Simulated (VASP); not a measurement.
# Ni (P6_3/mmc) in VASP: a series of runs, part 2 of 2

VASP 6.6.1. The steps go on from the part before.

### Step 5. Single point, LDA, collinear spin, ferromagnetic start

Contents of INCAR:

```
SYSTEM = Ni
  PREC = Accurate
  ENCUT = 520
  EDIFF = 1E-6
  ISMEAR = 0
  SIGMA = 0.1
  LREAL = .FALSE.
  LASPH = .TRUE.
  NELM = 150
  ALGO = Fast
  ISIF = 2
  LWAVE = .FALSE.
  LCHARG = .TRUE.
  ISPIN = 2
  MAGMOM = 1 1
  LORBIT = 11
  LMAXMIX = 4
  GGA = CA
  LELF = .TRUE.
  LVHAR = .TRUE.
  NBANDS = 21
```

Contents of KPOINTS:

```
regular mesh
0
G
  12 12 7
  0 0 0
```

Contents of POSCAR:

```
Ni
1.0
    2.4480228978      0.0000000000      0.0000000000
   -1.2240114489      2.1200500186      0.0000000000
    0.0000000000      0.0000000000      4.0728075700
Ni
2
Direct
    0.6666666667      0.3333333333      0.7500000000
    0.3333333333      0.6666666667      0.2500000000
```

Potentials or basis: VASP PAW LDA potentials, release 64 (Ni).

Run with:

```
> cat potpaw_LDA.64/Ni/POTCAR > POTCAR
> mpirun -np 1 vasp_std > vasp.out
```

OUTCAR:

```text
SYSTEM = Ni
   PREC = Accurate
   ENCUT = 520
   EDIFF = 1E-6
   ISMEAR = 0
   LREAL = .FALSE.
   LASPH = .TRUE.
   NELM = 150
   ISIF = 2
   ISPIN = 2
   LORBIT = 11
   GGA = CA

 ion  position               nearest neighbor table
   1  0.667  0.333  0.750-   2 2.48   2 2.48   2 2.48   2 2.48   2 2.48   2 2.48
   2  0.333  0.667  0.250-   1 2.48   1 2.48   1 2.48   1 2.48   1 2.48   1 2.48

  LATTYP: Found a hexagonal cell.
 ALAT       =     2.4480228978
 C/A-ratio  =     1.6637130207

  Lattice vectors:

 A1 = (   2.4480228978,   0.0000000000,   0.0000000000)
 A2 = (  -1.2240114489,   2.1200500186,   0.0000000000)
 A3 = (   0.0000000000,   0.0000000000,   4.0728075700)

Analysis of symmetry for initial positions (statically):
=====================================================================
 Subroutine PRICEL returns:
 Original cell was already a primitive cell.

 Routine SETGRP: Setting up the symmetry group for a
 hexagonal supercell.

 Subroutine GETGRP returns: Found 24 space group operations
 (whereof 12 operations were pure point group operations)
 out of a pool of 24 trial point group operations.

The static configuration has the point symmetry D_3d.
 The point group associated with its full space group is D_6h.

Analysis of symmetry for dynamics (positions and initial velocities):
=====================================================================
 Subroutine PRICEL returns:
 Original cell was already a primitive cell.

 Routine SETGRP: Setting up the symmetry group for a
 hexagonal supercell.

 Subroutine GETGRP returns: Found 24 space group operations
 (whereof 12 operations were pure point group operations)
 out of a pool of 24 trial point group operations.

The dynamic configuration has the point symmetry D_3d.
 The point group associated with its full space group is D_6h.

Analysis of structural, dynamic, and magnetic symmetry:
=====================================================================
 Subroutine PRICEL returns:
 Original cell was already a primitive cell.

 Routine SETGRP: Setting up the symmetry group for a
 hexagonal supercell.

 Subroutine GETGRP returns: Found 24 space group operations
 (whereof 12 operations were pure point group operations)
 out of a pool of 24 trial point group operations.

The overall configuration has the point symmetry D_3d.
 The point group associated with its full space group is D_6h.

 Subroutine INISYM returns: Found 24 space group operations
 (whereof 12 operations are pure point group operations),
 and found     1 'primitive' translations

----------------------------------------------------------------------------------------

                                     Primitive cell

  volume of cell :      21.1376

  direct lattice vectors                    reciprocal lattice vectors
     2.448022898  0.000000000  0.000000000     0.408492911  0.235843492  0.000000000
    -1.224011449  2.120050019  0.000000000     0.000000000  0.471686984  0.000000000
     0.000000000  0.000000000  4.072807570     0.000000000  0.000000000  0.245530873

  length of vectors
     2.448022898  2.448022898  4.072807570     0.471686984  0.471686984  0.245530873

  position of ions in fractional coordinates (direct lattice)
     0.666666667  0.333333333  0.750000000
     0.333333333  0.666666667  0.250000000

  ion indices of the primitive-cell ions
   primitive index   ion index
                 1           1
[... 63 lines left out ...]
 SYSTEM =  Ni
   PREC   = accura    normal or accurate (medium, high low for compatibility)
   ISTART =      0    job   : 0-new  1-cont  2-samecut
   ICHARG =      2    charge: 1-file 2-atom 10-const
   ISPIN  =      2    spin polarized calculation?
   LNONCOLLINEAR =      F non collinear calculations
   LSORBIT =      F    spin-orbit coupling
   LASPH  =      T    aspherical Exc in radial PAW
   ENCUT  =  520.0 eV  38.22 Ry    6.18 a.u.   4.55  4.55  7.57*2*pi/ulx,y,z
   NELM   =    150;   NELMIN=  2; NELMDL= -5     # of ELM steps
   EDIFF  = 0.1E-05   stopping-criterion for ELM
   LREAL  =      F    real-space projection
   EDIFFG = 0.1E-04   stopping-criterion for IOM
   NSW    =      0    number of steps for IOM
   IBRION =     -1    ionic relax: 0-MD 1-quasi-New 2-CG
   NFREE  =      0    steps in history (QN), initial steepest desc. (CG)
   ISIF   =      2    stress and relaxation
   ISYM   =      2    0-nonsym 1-usesym 2-fastsym
   POTIM  = 0.5000    time-step for ionic-motion
   TEBEG  =    0.0;   TEEND  =   0.0 temperature during run
   PSTRESS=    0.0 pullay stress
   NELECT =      20.0000    total number of electrons
   NUPDOWN=      -1.0000    fix difference up-down
   EMIN   =  10.00;   EMAX   =-10.00  energy-range for DOS
   EFERMI =   0.00;   METHOD = LEGACY
   ISMEAR =     0;   SIGMA  =   0.10  broadening in eV -4-tet -1-fermi 0-gaus
   EFERMI_NEDOS =   21; number of points for ismear=-14 and -15
   IALGO  =     68    algorithm
   IMIX   =      4    mixing-type and parameters
     AMIX     =   0.40;   BMIX     =  1.00
     AMIX_MAG =   1.60;   BMIX_MAG =  1.00
  volume/ion in A,a.u.               =      10.57        71.32
  Fermi-wavevector in a.u.,A,eV,Ry     =   1.607187  3.037143 35.144518  2.583049
  Thomas-Fermi vector in A             =   2.703255
   LORBIT       =     11    0 simple, 1 ext, 2 COOP (PROOUT), +10 PAW based schemes
   GGA     = CA    functional components
   LHFCALC =     F    Hartree Fock is set to
   AEXX    =    0.0000 exact exchange contribution
   IVDW    =     0    specifies the selected vdW correction
   LEPSILON=     F    determine dielectric tensor
   LRPA    =     F    only Hartree local field effects (RPA)
 spin polarized calculation
 RMM-DIIS sequential band-by-band and
 Gauss-broadening in eV      SIGMA  =   0.10
  energy-cutoff  :      520.00
  volume of cell :       21.14
 maximum number of plane-waves:       586
   NGX =  9   NGY =  9   NGZ = 15

 number of electron      19.9999995 magnetization       1.1732995

 Free energy of the ion-electron system (eV)
  ---------------------------------------------------
  ext. energy  EPLUGINS =         0.00000000
  ---------------------------------------------------
  free energy    TOTEN  =       -13.07377127 eV

  energy without entropy =      -13.04981389  energy(sigma->0) =      -13.06179258

 E-fermi :   9.4651     XC(G=0): -13.7836

 val. band max:        9.4602273011   @ k =   0.0833   0.0000   0.1429
 cond. band min:       9.4687988076   @ k =   0.3333   0.2500   0.4286
 fundamental gap:      0.0085715065
 Fermi energy:         9.4651080297

 spin component 1

 k-point     1 :       0.0000    0.0000    0.0000
  band No.  band energies     occupation
      1       0.2591      1.00000
      2       4.4838      1.00000
      3       6.9689      1.00000
      4       7.1254      1.00000
      5       7.1254      1.00000
      6       7.3918      1.00000
[... 565 lines left out ...]
     20      34.4729      0.00000
     21      37.6034      0.00000

 [... further k-points ...]

 spin component 2

 k-point     1 :       0.0000    0.0000    0.0000
  band No.  band energies     occupation
      1       0.3023      1.00000
      2       4.8354      1.00000
      3       7.5460      1.00000
      4       7.6944      1.00000
      5       7.6944      1.00000
      6       7.9756      1.00000
[... 565 lines left out ...]
     20      34.6042      0.00000
     21      37.7081      0.00000

 [... further k-points ...]
[... 5 lines left out ...]
  --------------------------------------------------------------------------------------
  -------------------------------------------------------------------------------------
  Total       -1.3120786     -1.3120786     -1.7290726      0.0000000      0.0000000     -0.0000000
  in kB      -99.4523311    -99.4523311   -131.0594476      0.0000000      0.0000000     -0.0000000
  external PRESSURE =    -109.9880366 kB  Pullay stress =       0.0000000 kB

 VOLUME and BASIS-vectors are now :
 -----------------------------------------------------------------------------
  energy-cutoff  :      520.00
  volume of cell :       21.14
      direct lattice vectors                 reciprocal lattice vectors
     2.448022898  0.000000000  0.000000000     0.408492911  0.235843492  0.000000000
    -1.224011449  2.120050019  0.000000000     0.000000000  0.471686984  0.000000000
     0.000000000  0.000000000  4.072807570     0.000000000  0.000000000  0.245530873

 POSITION                                       TOTAL-FORCE (eV/Angst)
 -----------------------------------------------------------------------------------
      1.22401      0.70668      3.05461        -0.000000     -0.000000      0.000000
     -0.00000      1.41337      1.01820         0.000000      0.000000      0.000000
 -----------------------------------------------------------------------------------
    total drift:                               -0.000000      0.000000     -0.000000

  FREE ENERGIE OF THE ION-ELECTRON SYSTEM (eV)
  ---------------------------------------------------
  free  energy   TOTEN  =       -13.0737712656 eV

  energy  without entropy=      -13.0498138882  energy(sigma->0) =      -13.06179258

 total charge

# of ion       s       p       d       tot
------------------------------------------
    1        0.511   0.521   8.343   9.374
    2        0.511   0.521   8.343   9.374
--------------------------------------------------
tot          1.021   1.042  16.685  18.749

 magnetization (x)

# of ion       s       p       d       tot
------------------------------------------
    1       -0.004  -0.018   0.612   0.590
    2       -0.004  -0.018   0.612   0.590
--------------------------------------------------
tot         -0.008  -0.036   1.223   1.179
```

stdout:

```text
POSCAR found type information on POSCAR Ni
 POSCAR found :  1 types and       2 ions
 scaLAPACK will be used
 LDA part: xc-table for (Slater(with rela. corr.)+CA(PZ))
 , standard interpolation
 POSCAR, INCAR and KPOINTS ok, starting setup
 FFT: planning ... GRIDC
 FFT: planning ... GRID_SOFT
 FFT: planning ... GRID
 WAVECAR not read
 entering main loop
WARNING in EDDRMM: call to ZHEGV failed, returncode =   6  3     20
WARNING in EDDRMM: call to ZHEGV failed, returncode =   6  3     19
```

Run time: 38 s. Hardware: 1 thread of Intel Xeon Platinum 8375C at 2.90GHz (Ice Lake), shared host; peak memory 0.16 GiB.

What came out:

| Item | Value |
| --- | --- |
| Free energy | -13.0738 eV |
| Pressure | -11.0 GPa |
| Net moment | 1.17 μB per cell |
| Site moments | Ni +0.59 μB |
| Valence electrons inside the program's atomic spheres | Ni 9.37 |

### Step 6. Relaxation of cell and atoms, LDA, collinear spin, ferromagnetic start

Contents of INCAR:

```
ALGO = Fast
EDIFF = 1E-6
EDIFFG = -0.01
ENCUT = 600
GGA = CA
IBRION = 2
ISIF = 3
ISMEAR = 0
ISPIN = 2
LASPH = True
LCHARG = False
LMAXMIX = 4
LORBIT = 11
LREAL = False
LWAVE = False
MAGMOM = 0.71 0.71
NELM = 150
NSW = 60
PREC = Accurate
SIGMA = 0.01
```

Contents of KPOINTS:

```
k-points
0
Gamma
  12 12 7
```

POSCAR is that of step 5.

Potentials or basis: VASP PAW LDA potentials, release 64 (Ni).

Run with:

```
> cat potpaw_LDA.64/Ni/POTCAR > POTCAR
> mpirun -np 1 vasp_std > vasp.out
```

It took 2.7 min on 1 thread of Intel Xeon Platinum 8375C at 2.90GHz (Ice Lake), shared host; peak memory 0.17 GiB.

It converged, with:

```yaml
Free_energy: -13.1022 eV
Relaxed_volume: 10.04 Å³/atom
Relaxed_cell: a = 2.417 Å, b = 2.417 Å, c = 3.968 Å, α = 90.00°, β = 90.00°, γ = 120.00°
Space_group_after_relaxing_to_0.05_Å: P6_3/mmc (No. 194)
Energy_gained_by_relaxing: 20.4 meV/atom
Ionic_steps: 8
Pressure_after_relaxing: 0.1 GPa
Net_moment: 1.17 μB per cell
Site_moments: Ni +0.58 μB
Valence_electrons_inside_the_program's_atomic_spheres: Ni 9.47
```

Stress tensor (GPa, compression positive):
```
 0.15  0.00  0.00
 0.00  0.15  0.00
 0.00  0.00 -0.08
```

The path:
| step | energy change (eV) | largest force (eV/Å) | pressure (GPa) | volume (Å³) |
| --- | --- | --- | --- | --- |
| 1 | 0.0000 | 0.0000 | -11.23 | 21.14 |
| 2 | 0.0153 | 0.0000 | 16.71 | 18.95 |
| 3 | -0.0400 | 0.0000 | 0.12 | 20.09 |
| 4 | -0.0400 | 0.0000 | 0.21 | 20.07 |
| 5 | -0.0408 | 0.0000 | 0.34 | 20.07 |
| 6 | -0.0409 | 0.0000 | 0.24 | 20.08 |
| 7 | -0.0409 | 0.0000 | 0.21 | 20.08 |
| 8 | -0.0409 | 0.0000 | 0.07 | 20.08 |

Final structure:
```
Ni
1.0
     2.41717    0.00000    0.00000
    -1.20859    2.09333    0.00000
     0.00000    0.00000    3.96780
Ni
2
Direct
  0.66667 0.33333 0.75000
  0.33333 0.66667 0.25000
```

Levels at points of the mesh, in eV from the Fermi level:
Spin up:
```csv
k point,band 7,band 8,band 9,band 10,band 11,band 12,band 13,band 14,band 15
"(0.00, 0.00, 0.00)",-2.17,-1.70,-1.70,-0.63,-0.63,-0.48,6.23,23.39,25.83
"(0.50, 0.00, 0.00)",-2.14,-0.50,-0.43,-0.36,1.35,3.39,9.85,10.48,13.14
```
Spin down:
| k point | band 8 | band 9 | band 10 | band 11 | band 12 | band 13 |
| --- | --- | --- | --- | --- | --- | --- |
| (0.00, 0.00, 0.00) | -1.13 | -1.13 | -0.45 | -0.02 | -0.02 | 6.60 |
| (0.50, 0.00, 0.00) | 0.14 | 0.20 | 0.29 | 1.78 | 3.74 | 10.02 |

### Step 7. Overview

| task | level | potentials or basis | fixed moment (μB) | cell | k mesh | cutoff (eV) | smearing | gap on the mesh (eV) | pressure (GPa) | moment (μB) |
| --- | --- | --- | --- | --- | --- | --- | --- | --- | --- | --- |
| single point | PBE | VASP PAW PBE potentials, release 64 (Ni) | 3.0 | a = 2.448, b = 2.448, c = 4.073 Å, angles 90.0, 90.0, 120.0°, 2 atoms | 10 × 10 × 6 | 520 | fermi-dirac 0.05 eV | - | 18.9 | 3.00 |
| single point | PBE | VASP PAW PBE potentials, release 64 (Ni) | 4.0 | a = 2.448, b = 2.448, c = 4.073 Å, angles 90.0, 90.0, 120.0°, 2 atoms | 10 × 10 × 6 | 520 | fermi-dirac 0.05 eV | - | 35.2 | 4.00 |
| single point | LDA | VASP PAW LDA potentials, release 64 (Ni) | - | a = 2.421, b = 2.421, c = 3.963 Å, angles 90.0, 90.0, 120.0°, 2 atoms | 12 × 12 × 7 | 520 | gaussian 0.01 eV | none | -0.3 | 1.17 |
| single point | LDA | VASP PAW LDA potentials, release 64 (Ni) | - | a = 2.448, b = 2.448, c = 4.073 Å, angles 90.0, 90.0, 120.0°, 2 atoms | 12 × 12 × 7 | 520 | gaussian 0.1 eV | none | -11.0 | 1.17 |
| relaxation of cell and atoms | LDA | VASP PAW LDA potentials, release 64 (Ni) | - | relaxed from a = 2.448, b = 2.448, c = 4.073 Å, angles 90.0, 90.0, 120.0°, 2 atoms | 12 × 12 × 7 | 600 | gaussian 0.01 eV | none | 0.1 | 1.17 |

Alike in all rows: spin collinear, ferromagnetic start.

Caveats: the total moment is fixed, so each spin has its own Fermi level (some runs).

Absolute energies hang on the potentials; compare differences alone.
